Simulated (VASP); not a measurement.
# GaN (P6_3mc) in VASP: notebook, part 2 of 2

VASP 6.6.1. The steps go on from the part before.

### Step 3. Single point, PBE exchange alone

This run uses another cell than the first one, of 11.31 Å³/atom.

Contents of INCAR:

```
SYSTEM = GaN
PREC = Accurate
ENCUT = 520
EDIFF = 1E-6
ISMEAR = -1
SIGMA = 0.05
LREAL = .FALSE.
LASPH = .TRUE.
NELM = 60
ALGO = Normal
ISIF = 2
LWAVE = .FALSE.
LCHARG = .FALSE.
GGA = PE
ALDAC = 0.0
AGGAC = 0.0
NBANDS = 26
```

Contents of KPOINTS:

```
Automatic mesh
0
G
  10 10 5
  0 0 0
```

Contents of POSCAR:

```
GaN
1.0
    3.1800000000      0.0000000000      0.0000000000
   -1.5900000000      2.7539607840      0.0000000000
    0.0000000000      0.0000000000      5.1660000000
Ga N
2 2
Direct
    0.6666666667      0.3333333333      0.5000000000
    0.3333333333      0.6666666667      0.0000000000
    0.6666666667      0.3333333333      0.8750000000
    0.3333333333      0.6666666667      0.3750000000
```

Potentials or basis: VASP PAW PBE potentials, release 64 (Ga_d, N).

Launch:

```console
$ cat potpaw_PBE.64/Ga_d/POTCAR potpaw_PBE.64/N/POTCAR > POTCAR
$ mpirun -np 1 vasp_std > vasp.out
```

OUTCAR:

```text
SYSTEM = GaN
   PREC = Accurate
   ENCUT = 520
   EDIFF = 1E-6
   ISMEAR = -1
   LREAL = .FALSE.
   LASPH = .TRUE.
   NELM = 60
   ISIF = 2
   GGA = PE

 ion  position               nearest neighbor table
   1  0.667  0.333  0.500-   3 1.94   4 1.95   4 1.95   4 1.95
   2  0.333  0.667  0.000-   4 1.94   3 1.95   3 1.95   3 1.95
   3  0.667  0.333  0.875-   1 1.94   2 1.95   2 1.95   2 1.95
   4  0.333  0.667  0.375-   2 1.94   1 1.95   1 1.95   1 1.95

  LATTYP: Found a hexagonal cell.
 ALAT       =     3.1800000000
 C/A-ratio  =     1.6245283019

  Lattice vectors:

 A1 = (   3.1800000000,   0.0000000000,   0.0000000000)
 A2 = (  -1.5900000000,   2.7539607840,   0.0000000000)
 A3 = (   0.0000000000,   0.0000000000,   5.1660000000)

Analysis of symmetry for initial positions (statically):
=====================================================================
 Subroutine PRICEL returns:
 Original cell was already a primitive cell.

 Routine SETGRP: Setting up the symmetry group for a
 hexagonal supercell.

 Subroutine GETGRP returns: Found 12 space group operations
 (whereof  6 operations were pure point group operations)
 out of a pool of 24 trial point group operations.

The static configuration has the point symmetry C_3v.
 The point group associated with its full space group is C_6v.

Analysis of symmetry for dynamics (positions and initial velocities):
=====================================================================
 Subroutine PRICEL returns:
 Original cell was already a primitive cell.

 Routine SETGRP: Setting up the symmetry group for a
 hexagonal supercell.

 Subroutine GETGRP returns: Found 12 space group operations
 (whereof  6 operations were pure point group operations)
 out of a pool of 24 trial point group operations.

The dynamic configuration has the point symmetry C_3v.
 The point group associated with its full space group is C_6v.

 Subroutine INISYM returns: Found 12 space group operations
 (whereof  6 operations are pure point group operations),
[... 119 lines left out ...]
     AMIX     =   0.40;   BMIX     =  1.00
     AMIX_MAG =   1.60;   BMIX_MAG =  1.00
  volume/ion in A,a.u.               =      11.31        76.33
  Fermi-wavevector in a.u.,A,eV,Ry     =   1.517036  2.866782 31.312427  2.301398
  Thomas-Fermi vector in A             =   2.626345
   LORBIT       =      0    0 simple, 1 ext, 2 COOP (PROOUT), +10 PAW based schemes
   GGA     = PE    functional components
   LHFCALC =     F    Hartree Fock is set to
   AEXX    =    0.0000 exact exchange contribution
   IVDW    =     0    specifies the selected vdW correction
   LEPSILON=     F    determine dielectric tensor
   LRPA    =     F    only Hartree local field effects (RPA)
 non-spin polarized calculation
  energy-cutoff  :      520.00
  volume of cell :       45.24
 maximum number of plane-waves:      1236
 NGX is ok and might be reduce to    24
   NGX = 11   NGY = 11   NGZ = 19

 number of electron      36.0000002 magnetization

 Free energy of the ion-electron system (eV)
  ---------------------------------------------------
  ext. energy  EPLUGINS =         0.00000000
  ---------------------------------------------------
  free energy    TOTEN  =       -18.08793527 eV

  energy without entropy =      -18.08793527  energy(sigma->0) =      -18.08793527

 E-fermi :   8.0301     XC(G=0):  -9.9692

 val. band max:        7.0207594688   @ k =   0.0000   0.0000   0.0000
 cond. band min:       9.0860379572   @ k =   0.0000   0.0000   0.0000
 fundamental gap:      2.0652784883
 Fermi energy:         8.0301447236

 k-point     1 :       0.0000    0.0000    0.0000
  band No.  band energies     occupation
      1      -8.9914      2.00000
      2      -8.0401      2.00000
      3      -6.3724      2.00000
      4      -6.3513      2.00000
      5      -6.3513      2.00000
      6      -6.2857      2.00000
[... 685 lines left out ...]
     25      19.1311      0.00000
     26      20.4571      0.00000

 [... further k-points ...]

------------------------ aborting loop because EDIFF is reached ----------------------------------------

  FORCE on cell =-STRESS in cart. coord.  units (eV):
  Direction    XX          YY          ZZ          XY          YZ          ZX
  --------------------------------------------------------------------------------------
  -------------------------------------------------------------------------------------
  Total        7.3577505      7.3577505      8.1563666      0.0000000      0.0000000      0.0000000
  in kB      260.5651707    260.5651707    288.8471246      0.0000000      0.0000000      0.0000000
  external PRESSURE =     269.9924887 kB  Pullay stress =       0.0000000 kB

 VOLUME and BASIS-vectors are now :
 -----------------------------------------------------------------------------
  energy-cutoff  :      520.00
  volume of cell :       45.24
      direct lattice vectors                 reciprocal lattice vectors
     3.180000000  0.000000000  0.000000000     0.314465409  0.181556688  0.000000000
    -1.590000000  2.753960784  0.000000000     0.000000000  0.363113377  0.000000000
     0.000000000  0.000000000  5.166000000     0.000000000  0.000000000  0.193573364

 POSITION                                       TOTAL-FORCE (eV/Angst)
 -----------------------------------------------------------------------------------
      1.59000      0.91799      2.58300        -0.000000     -0.000000     -0.131764
     -0.00000      1.83597      0.00000         0.000000      0.000000     -0.131764
      1.59000      0.91799      4.52025        -0.000000      0.000000      0.131764
     -0.00000      1.83597      1.93725         0.000000     -0.000000      0.131764
 -----------------------------------------------------------------------------------
    total drift:                               -0.000001     -0.000001      0.000661

  FREE ENERGIE OF THE ION-ELECTRON SYSTEM (eV)
  ---------------------------------------------------
  free  energy   TOTEN  =       -18.0879352695 eV

  energy  without entropy=      -18.0879352694  energy(sigma->0) =      -18.08793527
```

OSZICAR:

```text
N       E                     dE             d eps       ncg     rms          rms(c)
DAV:   1     0.288505509003E+03    0.28851E+03   -0.17593E+04  2352   0.259E+03
DAV:   2     0.146905774625E+02   -0.27381E+03   -0.25903E+03  2368   0.487E+02
DAV:   3    -0.215232955544E+02   -0.36214E+02   -0.35700E+02  2532   0.145E+02
DAV:   4    -0.227945566540E+02   -0.12713E+01   -0.12655E+01  2632   0.292E+01
DAV:   5    -0.228219002011E+02   -0.27344E-01   -0.27308E-01  2650   0.415E+00    0.120E+01
DAV:   6    -0.179444035051E+02    0.48775E+01   -0.12376E+01  3612   0.564E+01    0.306E+00
DAV:   7    -0.180928007341E+02   -0.14840E+00   -0.17387E+00  2322   0.103E+01    0.283E+00
DAV:   8    -0.180958732980E+02   -0.30726E-02   -0.13518E-01  3458   0.466E+00    0.569E-01
DAV:   9    -0.180875614864E+02    0.83118E-02   -0.36636E-02  3438   0.311E+00    0.397E-01
DAV:  10    -0.180879210652E+02   -0.35958E-03   -0.49699E-03  2310   0.423E-01    0.530E-02
DAV:  11    -0.180879358305E+02   -0.14765E-04   -0.19770E-04  3890   0.231E-01    0.444E-02
DAV:  12    -0.180879334988E+02    0.23317E-05   -0.30584E-05  2310   0.436E-02    0.262E-02
DAV:  13    -0.180879348023E+02   -0.13035E-05   -0.15000E-05  2398   0.359E-02    0.240E-02
DAV:  14    -0.180879352695E+02   -0.46711E-06   -0.26096E-06  2416   0.115E-02
   1 F= -.18087935E+02 E0= -.18087935E+02  d E =-.357576E-10
```

Wall time 31 s (1 thread of Intel Xeon Platinum 8488C (Sapphire Rapids), shared host); peak memory 0.18 GiB.

What came out:

| Quantity | Value |
| --- | --- |
| Free energy | -18.0879 eV |
| Pressure | 27.0 GPa |
| Largest force | 0.132 eV/Å |
| Band gap on the k mesh | 2.07 eV |

Forces on the atoms (eV/Å):
```
Ga   0.000  0.000 -0.132
Ga   0.000  0.000 -0.132
N    0.000  0.000  0.132
N    0.000  0.000  0.132
```

Caveat: the cell stands under pressure.

### Step 4. Single point, BLYP+D4

This run uses another cell than the first one, of 11.38 Å³/atom.

Contents of INCAR:

```
PREC     = Accurate       # precision mode
ENCUT    = 520            # plane-wave cutoff, eV
EDIFF    = 1E-6           # SCF threshold, eV
ISMEAR   = -1             # smearing method
SIGMA    = 0.05           # smearing width, eV
LREAL    = F              # projectors in reciprocal space
LASPH    = T              # aspherical terms in the spheres
NELM     = 80             # most SCF steps
ALGO     = Normal         # electronic algorithm
ISIF     = 2              # what is computed and relaxed
LWAVE    = F              # write WAVECAR
LCHARG   = F              # write CHGCAR
GGA      = B5             # functional
ALDAX    = 1.0          
AGGAX    = 1.0          
AGGAC    = 1.0          
ALDAC    = 0.0          
IVDW     = 13             # dispersion correction
VDW_S6   = 1.0          
VDW_S8   = 2.34076671   
VDW_A1   = 0.44488865   
VDW_A2   = 4.0933009    
NBANDS   = 26             # bands
```

Contents of KPOINTS:

```
Automatic mesh
0
Gamma
  10 10 5
```

Contents of POSCAR:

```
GaN
1.0
    3.1815870712      0.0000000000      0.0000000000
   -1.5907935356      2.7553352280      0.0000000000
    0.0000000000      0.0000000000      5.1940421743
Ga N
2 2
Direct
    0.6666666667      0.3333333333      0.4994547769
    0.3333333333      0.6666666667     -0.0005452231
    0.6666666667      0.3333333333      0.8755452231
    0.3333333333      0.6666666667      0.3755452231
```

Potentials or basis: VASP PAW PBE potentials, release 64 (Ga_d, N).

Launch:

```console
$ cat potpaw_PBE.64/Ga_d/POTCAR potpaw_PBE.64/N/POTCAR > POTCAR
$ mpirun -np 1 vasp_std > vasp.out
```

OUTCAR:

```text
PREC = Accurate
   ENCUT = 520
   EDIFF = 1E-6
   ISMEAR = -1
   LREAL = F
   LASPH = T
   NELM = 80
   ISIF = 2
   GGA = B5
   IVDW = 13

 ion  position               nearest neighbor table
   1  0.667  0.333  0.499-   4 1.95   4 1.95   4 1.95   3 1.95
   2  0.333  0.667  0.999-   3 1.95   3 1.95   3 1.95   4 1.95
   3  0.667  0.333  0.876-   2 1.95   2 1.95   2 1.95   1 1.95
   4  0.333  0.667  0.376-   1 1.95   1 1.95   1 1.95   2 1.95

  LATTYP: Found a hexagonal cell.
 ALAT       =     3.1815870712
 C/A-ratio  =     1.6325318333

  Lattice vectors:

 A1 = (   3.1815870712,   0.0000000000,   0.0000000000)
 A2 = (  -1.5907935356,   2.7553352280,   0.0000000000)
 A3 = (   0.0000000000,   0.0000000000,   5.1940421743)

Analysis of symmetry for initial positions (statically):
=====================================================================
 Subroutine PRICEL returns:
 Original cell was already a primitive cell.

 Routine SETGRP: Setting up the symmetry group for a
 hexagonal supercell.

 Subroutine GETGRP returns: Found 12 space group operations
 (whereof  6 operations were pure point group operations)
 out of a pool of 24 trial point group operations.

The static configuration has the point symmetry C_3v.
 The point group associated with its full space group is C_6v.

Analysis of symmetry for dynamics (positions and initial velocities):
=====================================================================
 Subroutine PRICEL returns:
 Original cell was already a primitive cell.

 Routine SETGRP: Setting up the symmetry group for a
 hexagonal supercell.

 Subroutine GETGRP returns: Found 12 space group operations
 (whereof  6 operations were pure point group operations)
 out of a pool of 24 trial point group operations.

The dynamic configuration has the point symmetry C_3v.
 The point group associated with its full space group is C_6v.

 Subroutine INISYM returns: Found 12 space group operations
 (whereof  6 operations are pure point group operations),
[... 119 lines left out ...]
     AMIX     =   0.40;   BMIX     =  1.00
     AMIX_MAG =   1.60;   BMIX_MAG =  1.00
  volume/ion in A,a.u.               =      11.38        76.82
  Fermi-wavevector in a.u.,A,eV,Ry     =   1.513797  2.860662 31.178874  2.291583
  Thomas-Fermi vector in A             =   2.623540
   LORBIT       =      0    0 simple, 1 ext, 2 COOP (PROOUT), +10 PAW based schemes
   GGA     = B5    functional components
   LHFCALC =     F    Hartree Fock is set to
   AEXX    =    0.0000 exact exchange contribution
   IVDW    =    13    specifies the selected vdW correction
   LEPSILON=     F    determine dielectric tensor
   LRPA    =     F    only Hartree local field effects (RPA)
 non-spin polarized calculation
  energy-cutoff  :      520.00
  volume of cell :       45.53
 maximum number of plane-waves:      1244
 NGX is ok and might be reduce to    24
   NGX = 11   NGY = 11   NGZ = 19

 number of electron      35.9999990 magnetization

 Free energy of the ion-electron system (eV)
  ---------------------------------------------------
  ext. energy  EPLUGINS =         0.00000000
  ---------------------------------------------------
  free energy    TOTEN  =       -21.91411147 eV

  energy without entropy =      -21.91411147  energy(sigma->0) =      -21.91411147

 E-fermi :   6.7879     XC(G=0): -11.1261

 val. band max:        5.7601167803   @ k =   0.0000   0.0000   0.0000
 cond. band min:       7.7667462097   @ k =   0.0000   0.0000   0.0000
 fundamental gap:      2.0066294294
 Fermi energy:         6.7878536653

 k-point     1 :       0.0000    0.0000    0.0000
  band No.  band energies     occupation
      1     -10.1646      2.00000
      2      -9.3163      2.00000
      3      -7.7899      2.00000
      4      -7.7733      2.00000
      5      -7.7733      2.00000
      6      -7.7122      2.00000
[... 685 lines left out ...]
     25      17.8089      0.00000
     26      19.1228      0.00000

 [... further k-points ...]

------------------------ aborting loop because EDIFF is reached ----------------------------------------

  DFT-D4 for vdW energy calculation

  Edisp (eV):   -3.06795

  FORCE on cell =-STRESS in cart. coord.  units (eV):
  Direction    XX          YY          ZZ          XY          YZ          ZX
  --------------------------------------------------------------------------------------
  -------------------------------------------------------------------------------------
  Total       0.43041     0.43041     0.42123     0.00000     0.00000     0.00000
  in kB      15.14515    15.14515    14.82211     0.00000     0.00000     0.00000
  external pressure =       15.04 kB  Pullay stress =        0.00 kB

 VOLUME and BASIS-vectors are now :
 -----------------------------------------------------------------------------
  energy-cutoff  :      520.00
  volume of cell :       45.53
      direct lattice vectors                 reciprocal lattice vectors
     3.181587071  0.000000000  0.000000000     0.314308544  0.181466122  0.000000000
    -1.590793536  2.755335228  0.000000000     0.000000000  0.362932245  0.000000000
     0.000000000  0.000000000  5.194042174     0.000000000  0.000000000  0.192528279

 POSITION                                       TOTAL-FORCE (eV/Angst)
 -----------------------------------------------------------------------------------
      1.59079      0.91845      2.59419        -0.000000      0.000000      0.003545
     -0.00000      1.83689      5.19121         0.000000     -0.000000      0.003545
      1.59079      0.91845      4.54762        -0.000000      0.000000     -0.003545
     -0.00000      1.83689      1.95060         0.000000     -0.000000     -0.003545
 -----------------------------------------------------------------------------------
    total drift:                               -0.000001     -0.000001      0.000136

  FREE ENERGIE OF THE ION-ELECTRON SYSTEM (eV)
  ---------------------------------------------------
  free  energy   TOTEN  =       -24.9820650407 eV

  energy  without entropy=      -24.9820650407  energy(sigma->0) =      -24.98206504
```

OSZICAR:

```text
N       E                     dE             d eps       ncg     rms          rms(c)
DAV:   1     0.288364153097E+03    0.28836E+03   -0.17607E+04  2354   0.259E+03
DAV:   2     0.109364809654E+02   -0.27743E+03   -0.26225E+03  2376   0.493E+02
DAV:   3    -0.255039015294E+02   -0.36440E+02   -0.35928E+02  2568   0.145E+02
DAV:   4    -0.267870372840E+02   -0.12831E+01   -0.12772E+01  2622   0.292E+01
DAV:   5    -0.268134753941E+02   -0.26438E-01   -0.26402E-01  2750   0.399E+00    0.121E+01
DAV:   6    -0.218233488276E+02    0.49901E+01   -0.12659E+01  3608   0.544E+01    0.302E+00
DAV:   7    -0.219410416502E+02   -0.11769E+00   -0.16881E+00  2330   0.104E+01    0.275E+00
DAV:   8    -0.219224712114E+02    0.18570E-01   -0.13828E-01  3618   0.457E+00    0.553E-01
DAV:   9    -0.219138653668E+02    0.86058E-02   -0.34604E-02  3342   0.302E+00    0.372E-01
DAV:  10    -0.219141299237E+02   -0.26456E-03   -0.40352E-03  2306   0.388E-01    0.332E-02
DAV:  11    -0.219141128327E+02    0.17091E-04   -0.21977E-04  3938   0.235E-01    0.318E-02
DAV:  12    -0.219141107293E+02    0.21034E-05   -0.31869E-05  2290   0.440E-02    0.105E-02
DAV:  13    -0.219141114679E+02   -0.73862E-06   -0.75177E-06  2642   0.332E-02
   1 F= -.24982065E+02 E0= -.24982065E+02  d E =-.363668E-10
```

Run time: 63 s. Hardware: 1 thread of Intel Xeon Platinum 8488C (Sapphire Rapids), shared host; peak memory 0.18 GiB.

Results:

```
Free energy                : -24.9821 eV
Pressure                   : 1.5 GPa
Largest force              : 0.004 eV/Å
Band gap on the k mesh     : 2.01 eV
Dispersion energy per atom : -0.767 eV
```

Forces on the atoms (eV/Å):
```
Ga   0.000  0.000  0.004
Ga   0.000  0.000  0.004
N    0.000  0.000 -0.004
N    0.000  0.000 -0.004
```

Levels at points of the mesh, in eV from the valence-band top:
| k point | band 14 | band 15 | band 16 | band 17 | band 18 | band 19 | band 20 | band 21 | band 22 | band 23 |
| --- | --- | --- | --- | --- | --- | --- | --- | --- | --- | --- |
| (0.00, 0.00, 0.00) | -1.02 | -1.02 | -0.06 | 0.00 | 0.00 | 2.01 | 4.33 | 9.29 | 9.95 | 9.95 |
| (0.50, 0.00, 0.00) | -5.28 | -4.16 | -2.71 | -2.16 | -0.99 | 5.24 | 5.62 | 6.17 | 8.55 | 10.47 |

Caveat: the PAW data sets were made with another functional, which shifts forces and pressure a little.

### Step 5. Single point, PBE exchange alone

This run uses another cell than the first one, of 11.54 Å³/atom.

Contents of INCAR:

```
PREC = Accurate
ENCUT = 520
EDIFF = 1E-6
ISMEAR = -1
SIGMA = 0.05
LREAL = False
LASPH = True
NELM = 60
ALGO = Normal
ISIF = 2
LWAVE = False
LCHARG = False
GGA = PE
ALDAC = 0.0
AGGAC = 0.0
NBANDS = 26
```

Contents of KPOINTS:

```
regular mesh
0
Gamma
  10 10 5
```

Contents of POSCAR:

```
GaN
1.0
    3.2010602164      0.0000000000      0.0000000000
   -1.6005301082      2.7721994664      0.0000000000
    0.0000000000      0.0000000000      5.2002129176
Ga N
2 2
Direct
    0.6666666667      0.3333333333      0.5000000000
    0.3333333333      0.6666666667      0.0000000000
    0.6666666667      0.3333333333      0.8750000000
    0.3333333333      0.6666666667      0.3750000000
```

Launch:

```console
$ cat potpaw_PBE.64/Ga_d/POTCAR potpaw_PBE.64/N/POTCAR > POTCAR
$ mpirun -np 1 vasp_std > vasp.out
```

Wall time 42 s (1 thread of Intel Xeon Platinum 8488C (Sapphire Rapids), shared host); peak memory 0.18 GiB.

Results (log left out):

| Quantity | Value |
| --- | --- |
| Free energy | -18.2278 eV |
| Pressure | 22.5 GPa |
| Largest force | 0.126 eV/Å |
| Band gap on the k mesh | 1.93 eV |

Forces in eV/Å, atoms in the order of the input:
```
Ga   0.000  0.000 -0.126
Ga   0.000  0.000 -0.126
N    0.000  0.000  0.126
N    0.000  0.000  0.126
```

Stress tensor (GPa, compression positive):
```
21.65  0.00  0.00
 0.00 21.65  0.00
 0.00  0.00 24.29
```

Levels at points of the mesh, in eV from the valence-band top:
```csv
k point,band 15,band 16,band 17,band 18,band 19,band 20,band 21,band 22
"(0.00, 0.00, 0.00)",-1.03,-0.06,0.00,0.00,1.93,4.22,9.28,9.82
"(0.50, 0.00, 0.00)",-4.13,-2.69,-2.15,-0.96,5.18,5.54,6.17,8.48
```

Caveat: the cell stands under pressure.

### Step 6. The runs side by side

| level | cell | gap on the mesh (eV) | pressure (GPa) | largest force (eV/Å) |
| --- | --- | --- | --- | --- |
| PBE exchange alone | a = 3.159, b = 3.159, c = 5.131 Å, angles 90.0, 90.0, 120.0°, 4 atoms | 2.21 | 31.9 | 0.14 |
| PBE exchange alone | a = 3.180, b = 3.180, c = 5.166 Å, angles 90.0, 90.0, 120.0°, 4 atoms | 2.07 | 27.0 | 0.13 |
| BLYP+D4 | a = 3.182, b = 3.182, c = 5.194 Å, angles 90.0, 90.0, 120.0°, 4 atoms | 2.01 | 1.5 | - |
| PBE exchange alone | a = 3.201, b = 3.201, c = 5.200 Å, angles 90.0, 90.0, 120.0°, 4 atoms | 1.93 | 22.5 | 0.13 |

Alike in all rows: task single point; potentials or basis VASP PAW PBE potentials, release 64 (Ga_d, N); no spin polarisation; k mesh 10 × 10 × 5; cutoff (eV) 520; smearing fermi-dirac 0.05 eV.

Caveats: the cell stands under pressure (at least some runs); the PAW data sets were made with another functional, which shifts forces and pressure a little (at least some runs).

Total energies depend on the potentials used, so only differences within one code and one set of settings carry meaning.
